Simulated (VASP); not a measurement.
A run of VASP 6.6.1 is set up as follows.

File POSCAR:

```
Si
1.0
    0.0000000000      2.7135600000      2.7135600000
    2.7135600000      0.0000000000      2.7135600000
    2.7135600000      2.7135600000      0.0000000000
Si
2
Direct
    0.2500000000      0.2500000000      0.2500000000
    1.0000000000      1.0000000000      1.0000000000
```

Contents of INCAR.step1:

```
SYSTEM = Si
PREC     = Accurate       ! precision mode
ENCUT    = 400            ! plane-wave cutoff, eV
EDIFF    = 1E-5           ! SCF threshold, eV
ISMEAR   = 0              ! smearing method
SIGMA    = 0.01           ! smearing width, eV
LREAL    = .False.        ! projectors in reciprocal space
LASPH    = .True.         ! aspherical terms in the spheres
NELM     = 120            ! most SCF steps
ALGO     = Normal         ! electronic algorithm
ISIF     = 2              ! what is computed and relaxed
LWAVE    = .True.         ! write WAVECAR
LCHARG   = .False.        ! write CHGCAR
GGA      = PE             ! functional
NBANDS   = 11             ! bands
GGA_COMPAT= .False.
```

INCAR.step2

```
SYSTEM = Si
PREC     = Accurate       ! precision mode
ENCUT    = 400            ! plane-wave cutoff, eV
EDIFF    = 1E-6           ! SCF threshold, eV
ISMEAR   = 0              ! smearing method
SIGMA    = 0.01           ! smearing width, eV
LREAL    = .False.        ! projectors in reciprocal space
LASPH    = .True.         ! aspherical terms in the spheres
NELM     = 120            ! most SCF steps
ALGO     = Normal         ! electronic algorithm
ISIF     = 2              ! what is computed and relaxed
LWAVE    = .False.        ! write WAVECAR
LCHARG   = .False.        ! write CHGCAR
GGA      = B3             ! functional
LHFCALC  = .True.         ! exact exchange
AEXX     = 0.2            ! exact-exchange fraction
AGGAX    = 0.72         
AGGAC    = 0.81         
ALDAC    = 0.19         
PRECFOCK = Normal       
ISTART   = 1            
NBANDS   = 11             ! bands
GGA_COMPAT= .False.
```

The input KPOINTS:

```
Automatic mesh
0
Gamma
  4 4 4
  0 0 0
```

Potentials or basis: VASP PAW PBE potentials, release 64 (Si).

Command:

```bash
$ cat potpaw_PBE.64/Si/POTCAR > POTCAR
$ cp INCAR.step1 INCAR
$ mpirun -np 1 vasp_std > vasp.out
$ cp INCAR.step2 INCAR
$ mpirun -np 1 vasp_std > vasp.out
```

Problem. What does it give for the band gap on the k mesh?

Solution. 2.04 eV (least direct gap 3.94 eV).

Problem. Predict the pressure.

Solution. 3.5 GPa.

Caveat: the k points lie up to 0.50 Å⁻¹ apart; the PAW data sets were made with another functional, which shifts forces and pressure a little. A k mesh can miss the band edges.
